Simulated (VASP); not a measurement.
# Sr (Fm-3m) in VASP: a series of runs, part 2 of 2

VASP 6.6.1.

### Step 3. Single point, PBEsol

This run uses another cell than the first one, of 51.76 Å³/atom, 1.031 times its volume.

Input file INCAR:

```
SYSTEM = Sr
PREC = Accurate
ENCUT = 520
EDIFF = 1E-7
ISMEAR = 0
SIGMA = 0.1
LREAL = .False.
LASPH = .True.
NELM = 100
ALGO = Normal
ISIF = 2
LWAVE = .False.
LCHARG = .False.
GGA = PS
NBANDS = 11
```

Input file KPOINTS:

```
Automatic mesh
0
Gamma
  12 12 12
  0 0 0
```

Input file POSCAR:

```
Sr
1.0
    0.0000000000      2.9579193978      2.9579193978
    2.9579193978      0.0000000000      2.9579193978
    2.9579193978      2.9579193978      0.0000000000
Sr
1
Direct
    0.0000000000      0.0000000000      0.0000000000
```

Potentials or basis: VASP PAW PBE potentials, release 64 (Sr_sv).

Started as:

```sh
cat potpaw_PBE.64/Sr_sv/POTCAR > POTCAR
mpirun -np 1 vasp_std > vasp.out
```

OUTCAR:

```text
SYSTEM = Sr
   PREC = Accurate
   ENCUT = 520
   EDIFF = 1E-7
   ISMEAR = 0
   LREAL = .False.
   LASPH = .True.
   NELM = 100
   ISIF = 2
   GGA = PS

 ion  position               nearest neighbor table
   1  0.000  0.000  0.000-

  LATTYP: Found a face centered cubic cell.
 ALAT       =     5.9158387956

  Lattice vectors:

 A1 = (   0.0000000000,   2.9579193978,   2.9579193978)
 A2 = (   2.9579193978,   0.0000000000,   2.9579193978)
 A3 = (   2.9579193978,   2.9579193978,   0.0000000000)

Analysis of symmetry for initial positions (statically):
=====================================================================
 Subroutine PRICEL returns:
 Original cell was already a primitive cell.

 Routine SETGRP: Setting up the symmetry group for a
 face centered cubic supercell.

 Subroutine GETGRP returns: Found 48 space group operations
 (whereof 48 operations were pure point group operations)
 out of a pool of 48 trial point group operations.

The static configuration has the point symmetry O_h .

Analysis of symmetry for dynamics (positions and initial velocities):
=====================================================================
 Subroutine PRICEL returns:
 Original cell was already a primitive cell.

 Routine SETGRP: Setting up the symmetry group for a
 face centered cubic supercell.

 Subroutine GETGRP returns: Found 48 space group operations
 (whereof 48 operations were pure point group operations)
 out of a pool of 48 trial point group operations.

The dynamic configuration has the point symmetry O_h .

 Subroutine INISYM returns: Found 48 space group operations
 (whereof 48 operations are pure point group operations),
 and found     1 'primitive' translations

----------------------------------------------------------------------------------------

                                     Primitive cell

  volume of cell :      51.7594

  direct lattice vectors                    reciprocal lattice vectors
     0.000000000  2.957919398  2.957919398    -0.169037737  0.169037737  0.169037737
     2.957919398  0.000000000  2.957919398     0.169037737 -0.169037737  0.169037737
     2.957919398  2.957919398  0.000000000     0.169037737  0.169037737 -0.169037737

  length of vectors
     4.183129729  4.183129729  4.183129729     0.292781948  0.292781948  0.292781948

  position of ions in fractional coordinates (direct lattice)
     0.000000000  0.000000000  0.000000000

  ion indices of the primitive-cell ions
   primitive index   ion index
                 1           1

----------------------------------------------------------------------------------------

 KPOINTS: Automatic mesh

Automatic generation of k-mesh.
 Grid dimensions read from file:
 generate k-points for:   12   12   12

 Generating k-lattice:

  Cartesian coordinates                     Fractional coordinates (reciprocal lattice)
    -0.014086478  0.014086478  0.014086478     0.083333333  0.000000000  0.000000000
     0.014086478 -0.014086478  0.014086478     0.000000000  0.083333333  0.000000000
     0.014086478  0.014086478 -0.014086478     0.000000000  0.000000000  0.083333333

  Length of vectors
     0.024398496  0.024398496  0.024398496

  Shift w.r.t. Gamma in fractional coordinates (k-lattice)
     0.000000000  0.000000000  0.000000000

 Subroutine IBZKPT returns following result:
 ===========================================

 Found     72 irreducible k-points:

 Following reciprocal coordinates:
            Coordinates               Weight
  0.000000  0.000000  0.000000      1.000000
  0.083333  0.000000  0.000000      8.000000
  0.166667  0.000000  0.000000      8.000000
  0.250000  0.000000  0.000000      8.000000
  0.333333  0.000000  0.000000      8.000000
  0.416667  0.000000  0.000000      8.000000
[... 16 lines left out ...]
  0.500000  0.166667  0.000000     24.000000
 -0.416667  0.166667  0.000000     24.000000
 [... further k-points ...]
   k-points           NKPTS =     72   k-points in BZ     NKDIM =     72   number of bands    NBANDS=     11
   number of dos      NEDOS =    301   number of ions     NIONS =      1
   total plane-waves  NPLWV =  32768
   dimension x,y,z NGX =    32 NGY =   32 NGZ =   32
   dimension x,y,z NGXF=    64 NGYF=   64 NGZF=   64
   ions per type =               1
   NGX,Y,Z   is equivalent  to a cutoff of  12.72, 12.72, 12.72 a.u.
   NGXF,Y,Z  is equivalent  to a cutoff of  25.43, 25.43, 25.43 a.u.
 SYSTEM =  Sr
   PREC   = accura    normal or accurate (medium, high low for compatibility)
   ISTART =      0    job   : 0-new  1-cont  2-samecut
   ICHARG =      2    charge: 1-file 2-atom 10-const
   ISPIN  =      1    spin polarized calculation?
   LNONCOLLINEAR =      F non collinear calculations
   LSORBIT =      F    spin-orbit coupling
   LASPH  =      T    aspherical Exc in radial PAW
   ENCUT  =  520.0 eV  38.22 Ry    6.18 a.u.   7.78  7.78  7.78*2*pi/ulx,y,z
   NELM   =    100;   NELMIN=  2; NELMDL= -5     # of ELM steps
   EDIFF  = 0.1E-06   stopping-criterion for ELM
   LREAL  =      F    real-space projection
   EDIFFG = 0.1E-05   stopping-criterion for IOM
   NSW    =      0    number of steps for IOM
   IBRION =     -1    ionic relax: 0-MD 1-quasi-New 2-CG
   NFREE  =      0    steps in history (QN), initial steepest desc. (CG)
   ISIF   =      2    stress and relaxation
   ISYM   =      2    0-nonsym 1-usesym 2-fastsym
   POTIM  = 0.5000    time-step for ionic-motion
   TEBEG  =    0.0;   TEEND  =   0.0 temperature during run
   PSTRESS=    0.0 pullay stress
   NELECT =      10.0000    total number of electrons
   NUPDOWN=      -1.0000    fix difference up-down
   EMIN   =  10.00;   EMAX   =-10.00  energy-range for DOS
   EFERMI =   0.00;   METHOD = LEGACY
   ISMEAR =     0;   SIGMA  =   0.10  broadening in eV -4-tet -1-fermi 0-gaus
   EFERMI_NEDOS =   21; number of points for ismear=-14 and -15
   IALGO  =     38    algorithm
   IMIX   =      4    mixing-type and parameters
     AMIX     =   0.40;   BMIX     =  1.00
     AMIX_MAG =   1.60;   BMIX_MAG =  1.00
  volume/ion in A,a.u.               =      51.76       349.29
  Fermi-wavevector in a.u.,A,eV,Ry     =   0.946408  1.788452 12.186582  0.895688
  Thomas-Fermi vector in A             =   2.074403
   LORBIT       =      0    0 simple, 1 ext, 2 COOP (PROOUT), +10 PAW based schemes
   GGA     = PS    functional components
   LHFCALC =     F    Hartree Fock is set to
   AEXX    =    0.0000 exact exchange contribution
   IVDW    =     0    specifies the selected vdW correction
   LEPSILON=     F    determine dielectric tensor
   LRPA    =     F    only Hartree local field effects (RPA)
 non-spin polarized calculation
 Gauss-broadening in eV      SIGMA  =   0.10
  energy-cutoff  :      520.00
  volume of cell :       51.76
 maximum number of plane-waves:      1411
   NGX = 15   NGY = 15   NGZ = 15

 number of electron      10.0000000 magnetization

 Free energy of the ion-electron system (eV)
  ---------------------------------------------------
  ext. energy  EPLUGINS =         0.00000000
  ---------------------------------------------------
  free energy    TOTEN  =        -1.84245228 eV

  energy without entropy =       -1.83675959  energy(sigma->0) =       -1.83960593

 E-fermi :   1.7152     XC(G=0):  -7.6216

 val. band max:        1.7009454334   @ k =  -0.3333   0.3333   0.1667
 cond. band min:       1.7348978410   @ k =  -0.3333   0.3333   0.1667
 fundamental gap:      0.0339524075
 Fermi energy:         1.7152040445

 k-point     1 :       0.0000    0.0000    0.0000
  band No.  band energies     occupation
      1     -34.7149      2.00000
      2     -16.6043      2.00000
      3     -16.6043      2.00000
      4     -16.6043      2.00000
      5      -2.0476      2.00000
      6       4.1004      0.00000
      7       4.1004      0.00000
      8       4.1004      0.00000
      9       5.6753      0.00000
     10       5.6753      0.00000
     11       9.0055      0.00000
[... 309 lines left out ...]
 k-point    24 :      -0.4167    0.1667    0.0000
  band No.  band energies     occupation
      1     -34.6942      2.00000
      2     -16.8277      2.00000
      3     -16.6823      2.00000
      4     -16.6466      2.00000
      5       0.9145      2.00000
      6       1.8462      0.06385
      7       3.3196      0.00000
      8       4.2818      0.00000
      9       6.4707      0.00000
     10       6.7839      0.00000
     11       7.5224      0.00000

 [... further k-points ...]

------------------------ aborting loop because EDIFF is reached ----------------------------------------

  FORCE on cell =-STRESS in cart. coord.  units (eV):
  Direction    XX          YY          ZZ          XY          YZ          ZX
  --------------------------------------------------------------------------------------
  -------------------------------------------------------------------------------------
  Total        0.0117253      0.0117253      0.0117253      0.0000000      0.0000000      0.0000000
  in kB        0.3629480      0.3629480      0.3629480      0.0000000      0.0000000      0.0000000
  external PRESSURE =       0.3629480 kB  Pullay stress =       0.0000000 kB

 VOLUME and BASIS-vectors are now :
 -----------------------------------------------------------------------------
  energy-cutoff  :      520.00
  volume of cell :       51.76
      direct lattice vectors                 reciprocal lattice vectors
     0.000000000  2.957919398  2.957919398    -0.169037737  0.169037737  0.169037737
     2.957919398  0.000000000  2.957919398     0.169037737 -0.169037737  0.169037737
     2.957919398  2.957919398  0.000000000     0.169037737  0.169037737 -0.169037737

 POSITION                                       TOTAL-FORCE (eV/Angst)
 -----------------------------------------------------------------------------------
      0.00000      0.00000      0.00000         0.000000     -0.000000     -0.000000
 -----------------------------------------------------------------------------------
    total drift:                                0.000000      0.000000      0.000000

  FREE ENERGIE OF THE ION-ELECTRON SYSTEM (eV)
  ---------------------------------------------------
  free  energy   TOTEN  =        -1.8424522754 eV

  energy  without entropy=       -1.8367595864  energy(sigma->0) =       -1.83960593
```

OSZICAR:

```text
N       E                     dE             d eps       ncg     rms          rms(c)
DAV:   1     0.347940551205E+02    0.34794E+02   -0.48084E+03  1584   0.789E+02
DAV:   2    -0.236532240916E+00   -0.35031E+02   -0.34270E+02  1850   0.150E+02
DAV:   3    -0.177756568916E+01   -0.15410E+01   -0.15273E+01  2369   0.234E+01
DAV:   4    -0.184599647957E+01   -0.68431E-01   -0.68321E-01  2030   0.439E+00
DAV:   5    -0.184783077363E+01   -0.18343E-02   -0.18341E-02  2301   0.518E-01    0.121E+01
DAV:   6    -0.184450417755E+01    0.33266E-02   -0.58508E-03  1915   0.865E-01    0.683E+00
DAV:   7    -0.184247112678E+01    0.20331E-02   -0.11126E-02  2307   0.112E+00    0.243E-01
DAV:   8    -0.184243054773E+01    0.40579E-04   -0.44162E-04  2121   0.139E-01    0.528E-02
DAV:   9    -0.184244905370E+01   -0.18506E-04   -0.62575E-05  2411   0.386E-02    0.197E-02
DAV:  10    -0.184245275244E+01   -0.36987E-05   -0.44852E-06  1888   0.183E-02    0.133E-02
DAV:  11    -0.184245238157E+01    0.37086E-06   -0.38948E-07  2309   0.471E-03    0.228E-03
DAV:  12    -0.184245224054E+01    0.14103E-06   -0.83316E-08  1536   0.131E-03    0.259E-03
DAV:  13    -0.184245227538E+01   -0.34836E-07   -0.14745E-08   933   0.873E-04
   1 F= -.18424523E+01 E0= -.18396059E+01  d E =-.569269E-02
```

stdout:

```text
POSCAR found type information on POSCAR Sr
 POSCAR found :  1 types and       1 ions
 scaLAPACK will be used
 -----------------------------------------------------------------------------
|                                                                             |
|                                                                             |
|     You enforced a specific xc type in the INCAR file but a different       |
|     I HOPE YOU KNOW WHAT YOU ARE DOING!                                     |
|                                                                             |
 -----------------------------------------------------------------------------

 LDA part: xc-table for (Slater+PW92), standard interpolation
 POSCAR, INCAR and KPOINTS ok, starting setup
 FFT: planning ... GRIDC
 FFT: planning ... GRID_SOFT
 FFT: planning ... GRID
 WAVECAR not read
 entering main loop
```

It took 15 s on 1 thread of AMD EPYC 9R45 (Zen 5), shared host; peak memory 0.16 GiB.

Results:

- Free energy: -1.8425 eV
- Pressure: 0.0 GPa
- Band gap on the k mesh: zero (filled and empty bands overlap)

Caveat: the PAW data sets were made with another functional, which shifts forces and pressure a little.

### Step 4. Single point, PBEsol (volume scaled by 1.03)

Input file INCAR:

```
PREC = Accurate ; ENCUT = 520
EDIFF = 1E-7 ; ISMEAR = 0
SIGMA = 0.1 ; LREAL = False
LASPH = True ; NELM = 100
ALGO = Fast ; ISIF = 2
LWAVE = False ; LCHARG = False
GGA = PS ; NBANDS = 11
```

Input file KPOINTS:

```
Automatic mesh
0
Gamma
  12 12 12
```

Input file POSCAR:

```
Sr
1.0
    0.0000000000      2.9872076332      2.9872076332
    2.9872076332      0.0000000000      2.9872076332
    2.9872076332      2.9872076332      0.0000000000
Sr
1
Direct
    0.0000000000      0.0000000000      0.0000000000
```

Started as:

```sh
cat potpaw_PBE.64/Sr_sv/POTCAR > POTCAR
mpirun -np 1 vasp_std > vasp.out
```

It took 19 s on 1 thread of AMD EPYC 9R45 (Zen 5), shared host; peak memory 0.17 GiB.

Results (log left out):

| Item | Value |
| --- | --- |
| Free energy | -1.8411 eV |
| Pressure | -0.3 GPa |
| Band gap on the k mesh | zero (band 5 reaches 1.65 eV, above the bottom of band 6 at 1.62 eV) |

Levels at points of the mesh, in eV from the Fermi level:
```csv
k point,band 2,band 3,band 4,band 5,band 6,band 7,band 8,band 9
"(0.00, 0.00, 0.00)",-18.38,-18.38,-18.38,-3.71,2.36,2.36,2.36,3.88
"(0.50, 0.00, 0.00)",-18.60,-18.41,-18.41,-1.16,0.11,2.20,2.20,4.97
"(0.50, 0.50, 0.00)",-18.59,-18.46,-18.46,-0.68,0.30,1.12,4.98,5.29
```

Caveat: the cell differs from its parent crystal (volume scaled by 1.03); the PAW data sets were made with another functional, which shifts forces and pressure a little.

### Step 5. Single point, PBEsol (volume scaled by 1.06)

Input file INCAR:

```
SYSTEM = Sr
ALGO     = Normal         ! electronic algorithm
EDIFF    = 1E-6           ! SCF threshold, eV
ENCUT    = 520            ! plane-wave cutoff, eV
GGA      = PS             ! functional
ISIF     = 2              ! what is computed and relaxed
ISMEAR   = 0              ! smearing method
LASPH    = .TRUE.         ! aspherical terms in the spheres
LCHARG   = .TRUE.         ! write CHGCAR
LELF     = .TRUE.         ! ELF
LREAL    = .FALSE.        ! projectors in reciprocal space
LVHAR    = .TRUE.       
LWAVE    = .FALSE.        ! write WAVECAR
NBANDS   = 11             ! bands
NELM     = 100            ! most SCF steps
PREC     = Accurate       ! precision mode
SIGMA    = 0.1            ! smearing width, eV
```

Input file KPOINTS:

```
k-points
0
G
  12 12 12
  0 0 0
```

Input file POSCAR:

```
Sr
1.0
    0.0000000000      3.0159325457      3.0159325457
    3.0159325457      0.0000000000      3.0159325457
    3.0159325457      3.0159325457      0.0000000000
Sr
1
Direct
    0.0000000000      0.0000000000      0.0000000000
```

Started as:

```sh
cat potpaw_PBE.64/Sr_sv/POTCAR > POTCAR
mpirun -np 1 vasp_std > vasp.out
```

It took 14 s on 1 thread of AMD EPYC 9R45 (Zen 5), shared host; peak memory 0.17 GiB.

Results (log left out):

```yaml
Free_energy: -1.8365 eV
Pressure: -0.6 GPa
Band_gap_on_the_k_mesh: zero (band 5 reaches 1.57 eV, above the bottom of band 6 at 1.52 eV)
```

Levels at points of the mesh, in eV from the Fermi level:
```tsv
k point	band 1	band 2	band 3	band 4	band 5	band 6	band 7	band 8	band 9	band 10
(0.00, 0.00, 0.00)	-36.54	-18.44	-18.44	-18.44	-3.67	2.33	2.33	2.33	3.81	3.81
(0.50, 0.00, 0.00)	-36.52	-18.64	-18.46	-18.46	-1.14	0.08	2.18	2.18	4.86	4.86
(0.50, 0.50, 0.00)	-36.52	-18.62	-18.51	-18.51	-0.65	0.33	1.06	4.87	5.17	5.17
```

Caveat: the cell differs from its parent crystal (volume scaled by 1.06); the PAW data sets were made with another functional, which shifts forces and pressure a little.

### Step 6. Single point, PBEsol

This run uses another cell than the first one, of 56.32 Å³/atom, 1.122 times its volume.

Input file INCAR:

```
SYSTEM = Sr
PREC = Accurate
ENCUT = 520
EDIFF = 1E-7
ISMEAR = 0
SIGMA = 0.1
LREAL = .False.
LASPH = .True.
NELM = 80
ALGO = Normal
ISIF = 2
LWAVE = .False.
LCHARG = .True.
GGA = PS
LELF = .True.
LVHAR = .True.
NBANDS = 11
```

Input file KPOINTS:

```
regular mesh
0
Gamma
  12 12 12
  0 0 0
```

Input file POSCAR:

```
Sr
1.0
    0.0000000000      3.0423500000      3.0423500000
    3.0423500000      0.0000000000      3.0423500000
    3.0423500000      3.0423500000      0.0000000000
Sr
1
Direct
    0.0000000000      0.0000000000      0.0000000000
```

Potentials or basis: VASP PAW PBE potentials, release 64 (Sr_sv).

Started as:

```sh
cat potpaw_PBE.64/Sr_sv/POTCAR > POTCAR
mpirun -np 1 vasp_std > vasp.out
```

Run time: 16 s. Hardware: 1 thread of AMD EPYC 9R45 (Zen 5), shared host; peak memory 0.17 GiB.

The run converged. Its results:

```
Free energy            : -1.8297 eV
Pressure               : -0.9 GPa
Band gap on the k mesh : zero (band 5 reaches 1.50 eV, above the bottom of band 6 at 1.43 eV)
```

Levels at points of the mesh, in eV from the Fermi level:
| k point | band 2 | band 3 | band 4 | band 5 | band 6 | band 7 | band 8 | band 9 |
| --- | --- | --- | --- | --- | --- | --- | --- | --- |
| (0.00, 0.00, 0.00) | -18.49 | -18.49 | -18.49 | -3.62 | 2.31 | 2.31 | 2.31 | 3.74 |
| (0.50, 0.00, 0.00) | -18.67 | -18.51 | -18.51 | -1.12 | 0.05 | 2.16 | 2.16 | 4.76 |
| (0.50, 0.50, 0.00) | -18.66 | -18.56 | -18.56 | -0.62 | 0.36 | 1.01 | 4.77 | 5.06 |

Caveat: the PAW data sets were made with another functional, which shifts forces and pressure a little.

### Step 7. The runs side by side

```csv
cell,gap on the mesh (eV),pressure (GPa)
"a = 4.141 Å, angles 60.0°, 1 atom",0.02,0.4
"a = 4.183 Å, angles 60.0°, 1 atom",none,0.0
"a = 4.225 Å, angles 60.0°, 1 atom",none,-0.3
"a = 4.265 Å, angles 60.0°, 1 atom",none,-0.6
"a = 4.303 Å, angles 60.0°, 1 atom",none,-0.9
```

Alike in all rows: task single point; level PBEsol; potentials or basis VASP PAW PBE potentials, release 64 (Sr_sv); no spin polarisation; k mesh 12 × 12 × 12; cutoff (eV) 520; smearing gaussian 0.1 eV.

Caveats: the PAW data sets were made with another functional, which shifts forces and pressure a little.

Absolute energies hang on the potentials; compare differences alone.
